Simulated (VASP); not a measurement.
CsI:

```xyz
2
Lattice="4.5667 0.0000 0.0000 0.0000 4.5667 0.0000 0.0000 0.0000 4.5667" Properties=species:S:1:pos:R:3 pbc="T T T"
Cs    0.0000    0.0000    0.0000
I     2.2833    2.2833    2.2833
```

Base run:

* Program: VASP 6.6.1
* Functional: PBE
* Potentials or basis: VASP PAW PBE potentials, release 64 (Cs_sv, I)
* Cutoff: 400 eV
* k mesh: 7 × 7 × 7
* Occupations: fermi-dirac, width 0.01 eV
* Spin: no spin polarisation

Its results: band gap on the k mesh 3.90 eV (least direct gap 3.96 eV); pressure 0.8 GPa.

Question: The run is repeated on the same cell with these changes: occupations from fermi-dirac, width 0.01 eV to tetrahedron; dispersion from none to D3(BJ). What comes out?

Answer: Band gap on the k mesh 3.90 eV (least direct gap 3.96 eV); pressure 0.0 GPa.

Caveats: spin-orbit coupling is left out, which moves the levels of the heavy elements; an odd mesh through Γ misses points on the zone boundary, where band edges can lie.
